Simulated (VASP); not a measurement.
Write the native input for VASP 6.6.1 that does the following.

| Property | Result |
| --- | --- |
| Task | single point |
| Functional | RPBE |
| Potentials or basis | VASP PAW PBE potentials, release 64 (Ba_sv) |
| Cutoff | 520 eV |
| k mesh | 9 × 9 × 3 |
| Occupations | fermi-dirac, width 0.1 eV |
| Spin | no spin polarisation |
| Dipole correction | no |
| Further INCAR settings | ALGO = Normal; EDIFF = 1e-06; NBANDS = 28 |

The structure of Ba lies in POSCAR:

```
Ba
1.0
    4.7870339135      0.0000000000      0.0000000000
   -2.3935169568      4.1456929779      0.0000000000
    0.0000000000      0.0000000000     15.6435332075
Ba
4
Direct
    0.0000000000      1.0000000000      1.0000000000
    0.0000000000      1.0000000000      0.5000000000
    0.3333333333      0.6666666667      0.2500000000
    0.6666666667      0.3333333333      0.7500000000
```

This isn't the form of Ba at room conditions, which is bcc.

One way to write it, as run:

INCAR

```
SYSTEM = Ba
ALGO = Normal
EDIFF = 1E-6
ENCUT = 520
GGA = RP
ISIF = 2
ISMEAR = -1
LASPH = .True.
LCHARG = .True.
LELF = .True.
LREAL = .False.
LVHAR = .True.
LWAVE = .False.
NBANDS = 28
NELM = 100
PREC = Accurate
SIGMA = 0.1
```

KPOINTS

```
k-points
0
Gamma
  9 9 3
  0 0 0
```

Potentials or basis: VASP PAW PBE potentials, release 64 (Ba_sv).

Command:

```sh
$ cat potpaw_PBE.64/Ba_sv/POTCAR > POTCAR
$ mpirun -np 1 vasp_std > vasp.out
```

It gave:

```json
{"Pressure": "-0.7 GPa", "Band gap on the k mesh": "zero (bands 20 and 21 overlap by 0.05 eV)"}
```

Caveat: the PAW data sets were made with another functional, which shifts forces and pressure a little; spin-orbit coupling is left out, which moves the levels of the heavy elements.

Run time: 6.3 min on 1 thread of Oxide Virtual Turin-like Processor (shared host), peak memory 0.43 GiB.
